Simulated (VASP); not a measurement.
# BiPt3 (Pm-3m) in VASP: further runs, part 2 of 2

VASP 6.6.1.

## (4) Single point, PBE

This run uses another cell than the first one, of 18.80 Å³/atom, 1.051 times its volume.

Input file INCAR:

```
SYSTEM = BiPt3
PREC     = Accurate       ! precision mode
ENCUT    = 520            ! plane-wave cutoff, eV
EDIFF    = 1E-6           ! SCF threshold, eV
ISMEAR   = 1              ! smearing method
SIGMA    = 0.1            ! smearing width, eV
LREAL    = .FALSE.        ! projectors in reciprocal space
LASPH    = .TRUE.         ! aspherical terms in the spheres
NELM     = 60             ! most SCF steps
ALGO     = Normal         ! electronic algorithm
ISIF     = 2              ! what is computed and relaxed
LWAVE    = .FALSE.        ! write WAVECAR
LCHARG   = .TRUE.         ! write CHGCAR
GGA      = PE             ! functional
LELF     = .TRUE.         ! ELF
LVHAR    = .TRUE.       
NBANDS   = 30             ! bands
```

Input file KPOINTS:

```
Automatic mesh
0
G
  6 6 6
  0 0 0
```

Input file POSCAR:

```
BiPt3
1.0
    4.2210957013      0.0000000000      0.0000000000
    0.0000000000      4.2210957013      0.0000000000
    0.0000000000      0.0000000000      4.2210957013
Bi Pt
1 3
Direct
    0.0000000000      0.0000000000      0.0000000000
    0.0000000000      0.5000000000      0.5000000000
    0.5000000000      0.0000000000      0.5000000000
    0.5000000000      0.5000000000      0.0000000000
```

Potentials or basis: VASP PAW PBE potentials, release 64 (Bi_d, Pt).

Command:

```console
$ cat potpaw_PBE.64/Bi_d/POTCAR potpaw_PBE.64/Pt/POTCAR > POTCAR
$ mpirun -np 1 vasp_std > vasp.out
```

OUTCAR:

```text
SYSTEM = BiPt3
   PREC = Accurate
   ENCUT = 520
   EDIFF = 1E-6
   ISMEAR = 1
   LREAL = .FALSE.
   LASPH = .TRUE.
   NELM = 60
   ISIF = 2
   GGA = PE

 ion  position               nearest neighbor table
   1  0.000  0.000  0.000-   2 2.98   3 2.98   4 2.98   2 2.98   3 2.98   2 2.98   4 2.98   2 2.98
                             3 2.98   4 2.98   3 2.98   4 2.98
   2  0.000  0.500  0.500-   1 2.98   3 2.98   4 2.98   1 2.98   4 2.98   1 2.98   3 2.98   1 2.98
                             3 2.98   4 2.98   4 2.98   3 2.98
   3  0.500  0.000  0.500-   1 2.98   2 2.98   4 2.98   1 2.98   4 2.98   2 2.98   4 2.98   4 2.98
                             1 2.98   2 2.98   1 2.98   2 2.98
   4  0.500  0.500  0.000-   1 2.98   2 2.98   3 2.98   2 2.98   3 2.98   1 2.98   3 2.98   3 2.98
                             1 2.98   2 2.98   2 2.98   1 2.98

  LATTYP: Found a simple cubic cell.
 ALAT       =     4.2210957013

  Lattice vectors:

 A1 = (   4.2210957013,   0.0000000000,   0.0000000000)
 A2 = (   0.0000000000,   4.2210957013,   0.0000000000)
 A3 = (   0.0000000000,   0.0000000000,   4.2210957013)

Analysis of symmetry for initial positions (statically):
=====================================================================
 Subroutine PRICEL returns:
 Original cell was already a primitive cell.

 Routine SETGRP: Setting up the symmetry group for a
 simple cubic supercell.

 Subroutine GETGRP returns: Found 48 space group operations
 (whereof 48 operations were pure point group operations)
 out of a pool of 48 trial point group operations.

The static configuration has the point symmetry O_h .

Analysis of symmetry for dynamics (positions and initial velocities):
=====================================================================
 Subroutine PRICEL returns:
 Original cell was already a primitive cell.

 Routine SETGRP: Setting up the symmetry group for a
 simple cubic supercell.

 Subroutine GETGRP returns: Found 48 space group operations
 (whereof 48 operations were pure point group operations)
 out of a pool of 48 trial point group operations.

The dynamic configuration has the point symmetry O_h .

 Subroutine INISYM returns: Found 48 space group operations
 (whereof 48 operations are pure point group operations),
 and found     1 'primitive' translations

----------------------------------------------------------------------------------------

                                     Primitive cell

  volume of cell :      75.2100

  direct lattice vectors                    reciprocal lattice vectors
     4.221095701  0.000000000  0.000000000     0.236905313  0.000000000  0.000000000
     0.000000000  4.221095701  0.000000000     0.000000000  0.236905313  0.000000000
     0.000000000  0.000000000  4.221095701     0.000000000  0.000000000  0.236905313

  length of vectors
     4.221095701  4.221095701  4.221095701     0.236905313  0.236905313  0.236905313

  position of ions in fractional coordinates (direct lattice)
     0.000000000  0.000000000  0.000000000
     0.000000000  0.500000000  0.500000000
     0.500000000  0.000000000  0.500000000
     0.500000000  0.500000000  0.000000000

  ion indices of the primitive-cell ions
   primitive index   ion index
                 1           1
                 2           2
                 3           3
                 4           4
[... 24 lines left out ...]

 Found     20 irreducible k-points:

 Following reciprocal coordinates:
            Coordinates               Weight
  0.000000  0.000000  0.000000      1.000000
  0.166667  0.000000  0.000000      6.000000
  0.333333  0.000000  0.000000      6.000000
  0.500000  0.000000  0.000000      3.000000
  0.166667  0.166667  0.000000     12.000000
  0.333333  0.166667  0.000000     24.000000
[... 12 lines left out ...]
  0.500000  0.500000  0.333333      6.000000
  0.500000  0.500000  0.500000      1.000000
   k-points           NKPTS =     20   k-points in BZ     NKDIM =     20   number of bands    NBANDS=     30
   number of dos      NEDOS =    301   number of ions     NIONS =      4
   total plane-waves  NPLWV =  32768
   dimension x,y,z NGX =    32 NGY =   32 NGZ =   32
   dimension x,y,z NGXF=    64 NGYF=   64 NGZF=   64
   ions per type =               1   3
   NGX,Y,Z   is equivalent  to a cutoff of  12.60, 12.60, 12.60 a.u.
   NGXF,Y,Z  is equivalent  to a cutoff of  25.21, 25.21, 25.21 a.u.
 SYSTEM =  BiPt3
   PREC   = accura    normal or accurate (medium, high low for compatibility)
   ISTART =      0    job   : 0-new  1-cont  2-samecut
   ICHARG =      2    charge: 1-file 2-atom 10-const
   ISPIN  =      1    spin polarized calculation?
   LNONCOLLINEAR =      F non collinear calculations
   LSORBIT =      F    spin-orbit coupling
   LASPH  =      T    aspherical Exc in radial PAW
   ENCUT  =  520.0 eV  38.22 Ry    6.18 a.u.   7.85  7.85  7.85*2*pi/ulx,y,z
   NELM   =     60;   NELMIN=  2; NELMDL= -5     # of ELM steps
   EDIFF  = 0.1E-05   stopping-criterion for ELM
   LREAL  =      F    real-space projection
   EDIFFG = 0.1E-04   stopping-criterion for IOM
   NSW    =      0    number of steps for IOM
   IBRION =     -1    ionic relax: 0-MD 1-quasi-New 2-CG
   NFREE  =      0    steps in history (QN), initial steepest desc. (CG)
   ISIF   =      2    stress and relaxation
   ISYM   =      2    0-nonsym 1-usesym 2-fastsym
   POTIM  = 0.5000    time-step for ionic-motion
   TEBEG  =    0.0;   TEEND  =   0.0 temperature during run
   PSTRESS=    0.0 pullay stress
   NELECT =      45.0000    total number of electrons
   NUPDOWN=      -1.0000    fix difference up-down
   EMIN   =  10.00;   EMAX   =-10.00  energy-range for DOS
   EFERMI =   0.00;   METHOD = LEGACY
   ISMEAR =     1;   SIGMA  =   0.10  broadening in eV -4-tet -1-fermi 0-gaus
   EFERMI_NEDOS =   21; number of points for ismear=-14 and -15
   IALGO  =     38    algorithm
   IMIX   =      4    mixing-type and parameters
     AMIX     =   0.40;   BMIX     =  1.00
     AMIX_MAG =   1.60;   BMIX_MAG =  1.00
  volume/ion in A,a.u.               =      18.80       126.89
  Fermi-wavevector in a.u.,A,eV,Ry     =   1.379496  2.606870 25.892015  1.903009
  Thomas-Fermi vector in A             =   2.504460
   LORBIT       =      0    0 simple, 1 ext, 2 COOP (PROOUT), +10 PAW based schemes
   GGA     = PE    functional components
   LHFCALC =     F    Hartree Fock is set to
   AEXX    =    0.0000 exact exchange contribution
   IVDW    =     0    specifies the selected vdW correction
   LEPSILON=     F    determine dielectric tensor
   LRPA    =     F    only Hartree local field effects (RPA)
 non-spin polarized calculation
 Methfessel and Paxton  Order N= 1 SIGMA  =   0.10
  energy-cutoff  :      520.00
  volume of cell :       75.21
 maximum number of plane-waves:      2048
 NGX is ok and might be reduce to    32
   NGX = 15   NGY = 15   NGZ = 15

 number of electron      45.0000014 magnetization

 Free energy of the ion-electron system (eV)
  ---------------------------------------------------
  ext. energy  EPLUGINS =         0.00000000
  ---------------------------------------------------
  free energy    TOTEN  =       -22.02114024 eV

  energy without entropy =      -22.01871452  energy(sigma->0) =      -22.02033167

 E-fermi :   9.9559     XC(G=0): -12.3648

 val. band max:        9.9109851630   @ k =   0.3333   0.3333   0.3333
 cond. band min:       9.9724080081   @ k =   0.5000   0.3333   0.1667
 fundamental gap:      0.0614228451
 Fermi energy:         9.9559306601

 k-point     1 :       0.0000    0.0000    0.0000
  band No.  band energies     occupation
      1     -13.2824      2.00000
      2     -13.2824      2.00000
      3     -13.2689      2.00000
      4     -13.2689      2.00000
      5     -13.2689      2.00000
      6      -3.0482      2.00000
[... 649 lines left out ...]
     29      20.8710      0.00000
     30      20.8710      0.00000

------------------------ aborting loop because EDIFF is reached ----------------------------------------

  FORCE on cell =-STRESS in cart. coord.  units (eV):
  Direction    XX          YY          ZZ          XY          YZ          ZX
  --------------------------------------------------------------------------------------
  -------------------------------------------------------------------------------------
  Total       -2.2934787     -2.2934787     -2.2934787      0.0000000     -0.0000000      0.0000000
  in kB      -48.8573272    -48.8573272    -48.8573272      0.0000000     -0.0000000      0.0000000
  external PRESSURE =     -48.8573272 kB  Pullay stress =       0.0000000 kB

 VOLUME and BASIS-vectors are now :
 -----------------------------------------------------------------------------
  energy-cutoff  :      520.00
  volume of cell :       75.21
      direct lattice vectors                 reciprocal lattice vectors
     4.221095701  0.000000000  0.000000000     0.236905313  0.000000000  0.000000000
     0.000000000  4.221095701  0.000000000     0.000000000  0.236905313  0.000000000
     0.000000000  0.000000000  4.221095701     0.000000000  0.000000000  0.236905313

 POSITION                                       TOTAL-FORCE (eV/Angst)
 -----------------------------------------------------------------------------------
      0.00000      0.00000      0.00000         0.000000      0.000000      0.000000
      0.00000      2.11055      2.11055         0.000000      0.000000      0.000000
      2.11055      0.00000      2.11055         0.000000      0.000000      0.000000
      2.11055      2.11055      0.00000         0.000000      0.000000      0.000000
 -----------------------------------------------------------------------------------
    total drift:                                0.000000     -0.000000     -0.000000

  FREE ENERGIE OF THE ION-ELECTRON SYSTEM (eV)
  ---------------------------------------------------
  free  energy   TOTEN  =       -22.0211402440 eV

  energy  without entropy=      -22.0187145226  energy(sigma->0) =      -22.02033167
```

Run time: 18 s. Hardware: 1 thread of Intel Xeon Platinum 8488C (Sapphire Rapids), shared host; peak memory 0.19 GiB.

Results:

* Free energy: -22.0211 eV
* Pressure: -4.9 GPa

Levels at points of the mesh, in eV from the Fermi level:
```
           k point  band 20  band 21  band 22  band 23  band 24  band 25
(0.00, 0.00, 0.00)    -1.20    -0.90    -0.55    -0.12    -0.12    -0.12
(0.50, 0.00, 0.00)    -2.08    -1.12    -0.61    -0.12     2.44     2.44
(0.50, 0.50, 0.00)    -1.89    -1.86    -1.67     0.40     0.40     3.23
(0.50, 0.50, 0.50)    -1.87    -1.51    -0.47    -0.47    -0.47    -0.39
```

Caveat: spin-orbit coupling is left out, which moves the levels of the heavy elements.

## (5) Single point, PBE

This run uses another cell than the first one, of 19.26 Å³/atom, 1.077 times its volume.

Input file INCAR:

```
SYSTEM = BiPt3
ALGO = Normal
EDIFF = 1E-6
ENCUT = 520
GGA = PE
ISIF = 2
ISMEAR = 1
LASPH = .TRUE.
LCHARG = .TRUE.
LELF = .TRUE.
LREAL = .FALSE.
LVHAR = .TRUE.
LWAVE = .FALSE.
NBANDS = 30
NELM = 80
PREC = Accurate
SIGMA = 0.1
```

Input file KPOINTS:

```
k-points
0
G
  6 6 6
  0 0 0
```

Input file POSCAR:

```
BiPt3
1.0
    4.2551382658      0.0000000000      0.0000000000
    0.0000000000      4.2551382658      0.0000000000
    0.0000000000      0.0000000000      4.2551382658
Bi Pt
1 3
Direct
    0.0000000000      0.0000000000      0.0000000000
    0.0000000000      0.5000000000      0.5000000000
    0.5000000000      0.0000000000      0.5000000000
    0.5000000000      0.5000000000      0.0000000000
```

Command:

```console
$ cat potpaw_PBE.64/Bi_d/POTCAR potpaw_PBE.64/Pt/POTCAR > POTCAR
$ mpirun -np 1 vasp_std > vasp.out
```

Wall time 18 s (1 thread of Intel Xeon Platinum 8488C (Sapphire Rapids), shared host); peak memory 0.19 GiB.

The run converged. Its results:

```yaml
Free_energy: -21.9486 eV
Pressure: -7.9 GPa
```

Levels at points of the mesh, in eV from the Fermi level:
```csv
k point,band 18,band 19,band 20,band 21,band 22,band 23,band 24,band 25,band 26,band 27
"(0.00, 0.00, 0.00)",-1.72,-1.16,-1.16,-0.99,-0.53,-0.12,-0.12,-0.12,4.79,4.79
"(0.50, 0.00, 0.00)",-2.08,-2.08,-2.00,-1.07,-0.64,-0.11,2.39,2.39,4.54,4.75
"(0.50, 0.50, 0.00)",-2.25,-2.23,-1.82,-1.80,-1.60,0.39,0.39,3.20,4.40,5.67
"(0.50, 0.50, 0.50)",-2.18,-1.80,-1.80,-1.53,-0.45,-0.45,-0.45,-0.28,2.61,2.61
```

Caveat: spin-orbit coupling is left out, which moves the levels of the heavy elements.

## (6) The runs side by side

| cell | gap on the mesh (eV) | pressure (GPa) |
| --- | --- | --- |
| a = 4.151 Å, 4 atoms | none | 2.8 |
| a = 4.186 Å, 4 atoms | none | -1.3 |
| a = 4.221 Å, 4 atoms | none | -4.9 |
| a = 4.255 Å, 4 atoms | none | -7.9 |

Alike in all rows: task single point; level PBE; potentials or basis VASP PAW PBE potentials, release 64 (Bi_d, Pt); no spin polarisation; k mesh 6 × 6 × 6; cutoff (eV) 520; smearing methfessel-paxton 0.1 eV.

Caveats: spin-orbit coupling is left out, which moves the levels of the heavy elements.

Total energies depend on the potentials used, so only differences within one code and one set of settings carry meaning.
